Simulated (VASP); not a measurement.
Input of a VASP 6.6.1 run:

Contents of INCAR:

```
SYSTEM = SnSe
ALGO = Normal
EDIFF = 1E-7
ENCUT = 520
GGA = PE
ISIF = 2
ISMEAR = 0
IVDW = 12
LASPH = .True.
LCHARG = .False.
LREAL = .False.
LWAVE = .False.
NBANDS = 17
NELM = 60
PREC = Accurate
SIGMA = 0.02
```

KPOINTS

```
k-points
0
Gamma
  10 10 10
  0 0 0
```

POSCAR

```
SnSe
1.0
    0.0000000000      2.9277564186      2.9277564186
    2.9277564186      0.0000000000      2.9277564186
    2.9277564186      2.9277564186      0.0000000000
Sn Se
1 1
Direct
    0.0000000000      0.0000000000      0.0000000000
    0.5000000000      0.5000000000      0.5000000000
```

Potentials or basis: VASP PAW PBE potentials, release 64 (Sn_d, Se).

Command:

```bash
$ cat potpaw_PBE.64/Sn_d/POTCAR potpaw_PBE.64/Se/POTCAR > POTCAR
$ mpirun -np 1 vasp_std > vasp.out
```

(1) What does it give for the dispersion energy per atom?

(2) Estimate the pressure.

## Answers

(1) -0.385 eV.

(2) 3.8 GPa.
